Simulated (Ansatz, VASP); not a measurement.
SnO2 in VASP and in Ansatz

```
Sn O
1.0
     3.23058    0.00000    0.00000
    -1.61529    2.79776    0.00000
     0.00000    0.00000   10.79056
Sn O
2 4
Direct
  0.00000 0.00000 0.00000
  0.00000 0.00000 0.50000
  0.33333 0.66667 0.90586
  0.33333 0.66667 0.59414
  0.66667 0.33333 0.09414
  0.66667 0.33333 0.40586
```

Alike in both runs: functional PBEsol; k mesh 7 × 7 × 3; occupations fermi-dirac, width 0.05 eV; no spin polarisation.

```csv
,VASP,Ansatz
version,VASP 6.6.1,Ansatz 0.2.0
potentials or method,"VASP PAW PBE potentials, release 64 (Sn_d, O)",Ansatz PAW
plane-wave cutoff (eV),520,420
valence electrons in the cell,52,52
task,single point,band structure
```

|  | VASP | Ansatz | Ansatz less VASP |
| --- | --- | --- | --- |
| gap on the k mesh at the Fermi level (eV) | 2.06 | 2.08 | +0.022 |
| least direct gap on the mesh (eV) | 2.45 | 2.47 | +0.014 |
| pressure (GPa) | -3.8 | -4.3 | -0.46 |
| traceless stress, the component that is largest in VASP (GPa) | 1.99 | 2.30 | +0.314 |
| rms of the force components (eV/Å) | 0.158 | 0.180 | +0.0222 |

VASP's potentials were made for PBE, not for PBEsol. Atom by atom the forces differ by 0.022 eV/Å (rms over components).
